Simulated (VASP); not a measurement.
Write the native input for VASP 6.6.1 that does the following.

```yaml
Task: single point
Functional: r2SCAN
Potentials_or_basis: VASP PAW PBE potentials, release 64 (Sn_d, O)
Cutoff: 520 eV
k_mesh: 6 × 6 × 6
Occupations: fermi-dirac, width 0.02 eV
Spin: no spin polarisation
Dipole_correction: no
Further_INCAR_settings: ALGO = Normal; EDIFF = 1e-07; NBANDS = 17
```

Crystal: SnO.

```
Sn O
1.0
     0.00000    2.70821    2.70821
     2.70821    0.00000    2.70821
     2.70821    2.70821    0.00000
Sn O
1 1
Cartesian
  0.0000 0.0000 0.0000
  1.3541 1.3541 1.3541
```

The input as run:

POSCAR

```
SnO
1.0
    0.0000000000      2.7082147176      2.7082147176
    2.7082147176      0.0000000000      2.7082147176
    2.7082147176      2.7082147176      0.0000000000
Sn O
1 1
Direct
    0.0000000000      0.0000000000      0.0000000000
    0.2500000000      0.2500000000      0.2500000000
```

INCAR.step1

```
PREC = Accurate
ENCUT = 520
ISMEAR = -1
SIGMA = 0.02
LREAL = F
LASPH = T
NELM = 100
NBANDS = 17
GGA = PE
ALGO = Normal
EDIFF = 1E-4
LWAVE = T
LCHARG = F
```

INCAR.step2

```
PREC = Accurate
ENCUT = 520
EDIFF = 1E-7
ISMEAR = -1
SIGMA = 0.02
LREAL = F
LASPH = T
NELM = 100
ALGO = Normal
ISIF = 2
LWAVE = F
LCHARG = T
METAGGA = R2SCAN
LMIXTAU = T
LELF = T
LVHAR = T
NBANDS = 17
ISTART = 1
```

KPOINTS

```
regular mesh
0
Gamma
  6 6 6
```

Potentials or basis: VASP PAW PBE potentials, release 64 (Sn_d, O).

Command:

```sh
$ cat potpaw_PBE.64/Sn_d/POTCAR potpaw_PBE.64/O/POTCAR > POTCAR
$ cp INCAR.step1 INCAR
$ mpirun -np 1 vasp_std > vasp.out
$ cp INCAR.step2 INCAR
$ mpirun -np 1 vasp_std > vasp.out
```

It gave:

| Item | Value |
| --- | --- |
| Pressure | 0.2 GPa |
| Band gap on the k mesh | zero (band 10 reaches 6.08 eV, above the bottom of band 11 at 5.94 eV) |

Caveat: the PAW data sets were made with another functional, which shifts forces and pressure a little; spin-orbit coupling is left out, which moves the levels of the heavy elements.

It took 29 s on 1 thread of Intel(R) Xeon(R) 6975P-C (Granite Rapids), on a shared host, peak memory 0.16 GiB.
